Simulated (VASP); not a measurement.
A run of VASP 6.6.1:

INCAR

```
PREC = Accurate
ENCUT = 520
EDIFF = 1E-6
ISMEAR = -1
SIGMA = 0.05
LREAL = False
LASPH = True
NELM = 150
ALGO = Normal
ISIF = 2
LWAVE = False
LCHARG = False
ISPIN = 2
MAGMOM = 0 0
LORBIT = 11
NUPDOWN = 0.0
LMAXMIX = 4
GGA = PE
NBANDS = 18
```

The input KPOINTS:

```
regular mesh
0
Gamma
  11 11 11
```

The input POSCAR:

```
HfB
1.0
    0.0000000000      2.3100000000      2.3100000000
    2.3100000000      0.0000000000      2.3100000000
    2.3100000000      2.3100000000      0.0000000000
Hf B
1 1
Direct
    0.5000000000      0.5000000000      0.5000000000
    0.0000000000      0.0000000000      0.0000000000
```

Potentials or basis: VASP PAW PBE potentials, release 64 (Hf_pv, B).

Launch:

```console
$ cat potpaw_PBE.64/Hf_pv/POTCAR potpaw_PBE.64/B/POTCAR > POTCAR
$ mpirun -np 1 vasp_std > vasp.out
```

Hardware: 1 thread of Intel(R) Xeon(R) 6975P-C (Granite Rapids), with other jobs on the host.

Question: How long does it take, and how much memory?

Answer: Run time: 12 s on 1 thread of Intel(R) Xeon(R) 6975P-C (Granite Rapids) (shared host), peak memory 0.17 GiB. Counts: scf iterations 12, k points 56.
